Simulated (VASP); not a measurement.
Write the native input for VASP 6.6.1 that does the following.

```yaml
Task: single point
Functional: PBEsol
Potentials_or_basis: VASP PAW PBE potentials, release 64 (Al, N)
Cutoff: 520 eV
k_mesh: 9 × 9 × 6
Occupations: gaussian, width 0.05 eV
Spin: no spin polarisation
Dipole_correction: no
Further_INCAR_settings: ALGO = Normal; EDIFF = 1e-06; NBANDS = 16
```

The structure of AlN lies in POSCAR:

```
AlN
1.0
    3.3014407767      0.0000000000      0.0000000000
   -1.6507203884      2.8591315817      0.0000000000
    0.0000000000      0.0000000000      3.9744000000
Al N
2 2
Direct
    0.3333333333      0.6666666667      0.7500000000
    0.6666666667      0.3333333333      0.2500000000
    0.3333333333      0.6666666667      0.2500000000
    0.6666666667      0.3333333333      0.7500000000
```

These files were run (other wordings do the same):

INCAR

```
SYSTEM = AlN
ALGO = Normal
EDIFF = 1E-6
ENCUT = 520
GGA = PS
ISIF = 2
ISMEAR = 0
LASPH = .True.
LCHARG = .True.
LELF = .True.
LREAL = .False.
LVHAR = .True.
LWAVE = .False.
NBANDS = 16
NELM = 100
PREC = Accurate
SIGMA = 0.05
```

KPOINTS

```
k-points
0
Gamma
  9 9 6
  0 0 0
```

Potentials or basis: VASP PAW PBE potentials, release 64 (Al, N).

Launch:

```sh
$ cat potpaw_PBE.64/Al/POTCAR potpaw_PBE.64/N/POTCAR > POTCAR
$ mpirun -np 1 vasp_std > vasp.out
```

It gave:

| Property | Result |
| --- | --- |
| Pressure | 9.2 GPa |
| Band gap on the k mesh | 3.72 eV, direct |

Caveat: the PAW data sets were made with another functional, which shifts forces and pressure a little.

Wall time 28 s on 1 thread of Intel(R) Xeon(R) Platinum 8488C (Sapphire Rapids) (shared host), peak memory 0.16 GiB.
